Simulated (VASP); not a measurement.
Write the native input for VASP 6.6.1 that does the following.

```
Task                   : relaxation of cell and atoms
Functional             : PBEsol
Potentials or basis    : VASP PAW PBE potentials, release 64 (Ga_d, Co)
Cutoff                 : 600 eV
k mesh                 : 14 × 14 × 14
Occupations            : gaussian, width 0.1 eV
Spin                   : collinear spin, ferrimagnetic start
Starting moments       : [-0.01, 0.18] μB
Dipole correction      : no
Further INCAR settings : ALGO = Normal; EDIFF = 1e-06; IBRION = 2; EDIFFG = -0.005; NSW = 70; ISIF = 3
```

The structure of GaCo lies in POSCAR:

```
GaCo
1.0
    2.8817643550      0.0000000000      0.0000000000
    0.0000000000      2.8817643550      0.0000000000
    0.0000000000      0.0000000000      2.8817643550
Ga Co
1 1
Direct
    0.5000000000      0.5000000000      0.5000000000
    0.0000000000      0.0000000000      0.0000000000
```

The input as run:

INCAR

```
SYSTEM = GaCo
  PREC = Accurate
  ENCUT = 600
  EDIFF = 1E-6
  ISMEAR = 0
  SIGMA = 0.1
  LREAL = .False.
  LASPH = .True.
  NELM = 150
  ALGO = Normal
  ISIF = 3
  LWAVE = .False.
  LCHARG = .False.
  ISPIN = 2
  MAGMOM = -0.01 0.18
  LORBIT = 11
  LMAXMIX = 4
  GGA = PS
  IBRION = 2
  NSW = 70
  EDIFFG = -0.005
```

KPOINTS

```
Automatic mesh
0
Gamma
  14 14 14
  0 0 0
```

Potentials or basis: VASP PAW PBE potentials, release 64 (Ga_d, Co).

Run with:

```bash
$ cat potpaw_PBE.64/Ga_d/POTCAR potpaw_PBE.64/Co/POTCAR > POTCAR
$ mpirun -np 1 vasp_std > vasp.out
```

Results of the run:

```
Relaxed volume                                        : 11.46 Å³/atom
Relaxed cell                                          : a = 2.841 Å, b = 2.841 Å, c = 2.841 Å, α = 90.00°, β = 90.00°, γ = 90.00°
Space group after relaxing (to 0.05 Å)                : Pm-3m (No. 221)
Energy gained by relaxing                             : 13.0 meV/atom
Ionic steps                                           : 3
Pressure after relaxing                               : -0.1 GPa
Band gap on the k mesh                                : zero (filled and empty bands overlap)
Net moment                                            : 0.00 μB per cell
Valence electrons inside the program's atomic spheres : Ga 11.85; Co 8.43
```

Caveat: the PAW data sets were made with another functional, which shifts forces and pressure a little.

It took 2.4 min on 1 thread of AMD EPYC 7R13 Processor (Zen 3) (shared host), peak memory 0.2 GiB.
